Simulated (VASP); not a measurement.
Set up this calculation in VASP 6.6.1, as the native input.

| Item | Value |
| --- | --- |
| Task | single point |
| Functional | PBE |
| Potentials or basis | VASP PAW PBE potentials, release 64 (Te, P) |
| Cutoff | 520 eV |
| k mesh | 4 × 4 × 4 |
| Occupations | gaussian, width 0.1 eV |
| Spin | no spin polarisation |
| Dipole correction | no |
| Further INCAR settings | ALGO = Normal; EDIFF = 1e-06; NBANDS = 25 |

The structure of TeP2 lies in POSCAR:

```
TeP2
1.0
    3.9786602800      0.0000000000      0.0000000000
    0.0000000000      6.7059278900      0.0000000000
    0.0000000000      0.0000000000      6.4789414000
Te P
2 4
Direct
    0.0000000000      0.5000000000      0.0000000000
    0.5000000000      0.0000000000      0.0000000000
    0.3421977500      0.7200575600      0.0000000000
    0.6578022500      0.2799424400      0.0000000000
    0.1578022500      0.2200575600      0.0000000000
    0.8421977500      0.7799424400      0.0000000000
```

These files were run (other wordings do the same):

INCAR

```
PREC     = Accurate       # precision mode
ENCUT    = 520            # plane-wave cutoff, eV
EDIFF    = 1E-6           # SCF threshold, eV
ISMEAR   = 0              # smearing method
SIGMA    = 0.1            # smearing width, eV
LREAL    = F              # projectors in reciprocal space
LASPH    = T              # aspherical terms in the spheres
NELM     = 80             # most SCF steps
ALGO     = Normal         # electronic algorithm
ISIF     = 2              # what is computed and relaxed
LWAVE    = F              # write WAVECAR
LCHARG   = F              # write CHGCAR
GGA      = PE             # functional
NBANDS   = 25             # bands
```

KPOINTS

```
regular mesh
0
Gamma
  4 4 4
```

Potentials or basis: VASP PAW PBE potentials, release 64 (Te, P).

Command:

```sh
$ cat potpaw_PBE.64/Te/POTCAR potpaw_PBE.64/P/POTCAR > POTCAR
$ mpirun -np 1 vasp_std > vasp.out
```

It gave:

* Pressure: 83.7 GPa
* Largest force: 5.651 eV/Å
* Band gap on the k mesh: zero (band 16 reaches 5.75 eV, above the bottom of band 17 at 5.41 eV)

Caveat: the k points lie up to 0.39 Å⁻¹ apart; spin-orbit coupling is left out, which moves the levels of the heavy elements; forces of over 1 eV/Å act on the atoms, so gaps and moduli don't describe the material at rest.

It took 47 s on 1 thread of Intel(R) Xeon(R) 6975P-C (Granite Rapids), with other jobs on the host, peak memory 0.28 GiB.
